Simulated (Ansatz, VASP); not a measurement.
## Two plane-wave programs on Cu

```
Cu
1.0
     2.89018    0.00000    0.00000
     0.00000    2.89018    0.00000
     0.00000    0.00000    2.72001
Cu
2
Direct
  0.00000 0.00000 0.00000
  0.50000 0.50000 0.50000
```

Alike in both runs: task single point; functional PBEsol; k mesh 18 × 18 × 20; occupations gaussian, width 0.1 eV; no spin polarisation.

```csv
,VASP,Ansatz
version,VASP 6.6.1,Ansatz 0.2.0
potentials or method,"VASP PAW PBE potentials, release 64 (Cu), cutoff 520 eV","scalar-relativistic, plane waves, PAW"
valence electrons in the cell,22,38
```

VASP gave:

```
gap on the k mesh at the Fermi level (eV)                     : none
pressure (GPa)                                                : 1.5
traceless stress, the component that is largest in VASP (GPa) : -0.11
```

What did Ansatz give for the same quantities?

gap on the k mesh at the Fermi level (eV): none; pressure (GPa): 0.0; traceless stress, the component that is largest in VASP (GPa): -0.11.

VASP's potentials were made for PBE, not for PBEsol. A gap of «none» marks a metal or a gap that the smearing closes. VASP's potentials hold 22 valence electrons a cell and Ansatz's 38, so a difference there can come from the potentials and not from the codes.
